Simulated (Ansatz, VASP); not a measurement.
**Two plane-wave programs on LiH**

```
CELL_PARAMETERS angstrom
0.00000 2.00148 2.00148
2.00148 0.00000 2.00148
2.00148 2.00148 0.00000
ATOMIC_POSITIONS crystal
Li 0.00000 0.00000 0.00000
H 0.50000 0.50000 0.50000
```

Alike in both runs: functional r2SCAN; k mesh 12 × 12 × 12; occupations fermi-dirac, width 0.02 eV; no spin polarisation.

Ansatz relaxed the structure, and its values are those at the end. VASP's run is a single point on that final structure, the one shown.

|  | VASP | Ansatz |
| --- | --- | --- |
| version | VASP 6.6.1 | Ansatz 0.2.0 |
| potentials or method | VASP PAW PBE potentials, release 64 (Li_sv, H), cutoff 520 eV | PAW plane waves |
| valence electrons in the cell | 4 | 4 |

```csv
,VASP,Ansatz,Ansatz less VASP
gap on the k mesh at the Fermi level (eV),3.58,3.63,+0.049
```

VASP's potentials were made for PBE, not for r2SCAN. The functional is the same, so the differences come from potentials, cutoffs and numerics.

Noted on VASP's run: the cutoff is short for stress, so the pressure is rough.
